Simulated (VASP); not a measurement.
The system is Fe.

```
Fe
1.0
     2.49935    0.00000    0.00000
    -0.83312    2.35641    0.00000
    -0.83312   -1.17820    2.04071
Fe
1
Direct
  0.00000 0.00000 0.00000
```

```yaml
Program: VASP 6.6.1
Task: relaxation of cell and atoms
Functional: PBEsol
Potentials_or_basis: VASP PAW PBE potentials, release 64 (Fe)
Cutoff: 600 eV
k_mesh: 10 × 10 × 10
Occupations: gaussian, width 0.05 eV
Spin: collinear spin, ferromagnetic start
Starting_moments: "[3.5] μB"
```

At the start: pressure -19.9 GPa; volume 12.02 Å³/atom.

Where does the relaxation end?

Over 3 steps the energy falls by 83.1 meV/atom and the volume is 10.84 Å³/atom (-9.8 %); space group Im-3m (No. 229, to 0.05 Å); moment 2.13 μB per cell.

The path:
```
step  energy change (eV)  largest force (eV/Å)  pressure (GPa)  volume (Å³)
   1              0.0000                0.0000          -19.88        12.02
   2              0.0359                0.0000           34.76         9.61
   3             -0.0831                0.0000            0.07        10.84
```

Final structure:
```
CELL_PARAMETERS angstrom
2.41459 0.00000 0.00000
-0.80486 2.27650 0.00000
-0.80486 -1.13825 1.97151
ATOMIC_POSITIONS crystal
Fe 0.00000 0.00000 0.00000
```

Caveat: the PAW data sets were made with another functional, which shifts forces and pressure a little.
